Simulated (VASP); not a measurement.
Runs of VASP 6.6.1 on Si3H2C3. The cell holds a slab with vacuum, 8 atoms: a = 3.081 Å, b = 3.081 Å, c = 21.160 Å, α = 90.00°, β = 90.00°, γ = 120.00°. 

| level | k mesh | gap on the mesh (eV) | largest force (eV/Å) |
| --- | --- | --- | --- |
| PBE | 4 × 4 × 1 | (b) | 2.17 |
| RPBE | 4 × 4 × 1 | 1.95 | 2.18 |
| PBEsol | 1 × 1 × 1, shifted | 3.31 | (a) |
| PBEsol | 4 × 4 × 1 | 1.81 | 2.16 |
| PBEsol+D3(BJ) | 4 × 4 × 1 | 1.81 | 2.16 |

Alike in all rows: task single point; potentials or basis VASP PAW PBE potentials, release 64 (Si, C, H); no spin polarisation; cell as given; cutoff (eV) 520; smearing fermi-dirac 0.05 eV.

**Question.** Estimate the missing entries.

**Answer.** (a) 2.44; (b) 1.93.

Caveats: all runs use coarse meshes; the PAW data sets were made with another functional, which shifts forces and pressure a little (some runs); three body term missing (some runs).

A k mesh can miss the band edges.
